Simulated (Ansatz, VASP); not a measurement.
**One calculation of TiGeSe4, two programs**

```
CELL_PARAMETERS angstrom
3.25892 0.00000 0.00000
0.00000 3.25892 0.00000
0.00000 0.00000 11.67064
ATOMIC_POSITIONS crystal
Ti 0.50000 0.50000 0.50000
Ge 0.00000 0.00000 0.00000
Se 0.50000 0.50000 0.14962
Se 0.00000 0.00000 0.62441
Se 0.00000 0.00000 0.37559
Se 0.50000 0.50000 0.85038
```

Change from the starting cell: species swapped into the Ti4CuAg type (P4/mmm, No. 123).

Alike in both runs: functional PBE; k mesh 6 × 6 × 2; occupations gaussian, width 0.1 eV; collinear spin.

Ansatz relaxed the structure, and its values are those at the end. VASP's run is a single point on that final structure, the one shown.

```csv
,VASP,Ansatz
version,VASP 6.6.1,Ansatz 0.2.0
potentials or method,"VASP PAW PBE potentials, release 64 (Ti_sv, Ge_d, Se), cutoff 520 eV","scalar-relativistic, plane waves, PAW"
valence electrons in the cell,50,90
```

VASP gave:

```
gap on the k mesh at the Fermi level (eV) : none
pressure (GPa)                            : 0.0
rms of the force components (eV/Å)        : 0.005
net moment per atom (μB)                  : 0.00
```

Q: What did Ansatz give for the same quantities?

A: gap on the k mesh at the Fermi level (eV): none; pressure (GPa): -0.1; rms of the force components (eV/Å): 0.004; net moment per atom (μB): 0.00.

A gap of «none» marks a metal or a gap that the smearing closes. VASP's potentials hold 50 valence electrons a cell and Ansatz's 90, so a difference there can come from the potentials and not from the codes. Ansatz's warnings: seeded moment not kept.
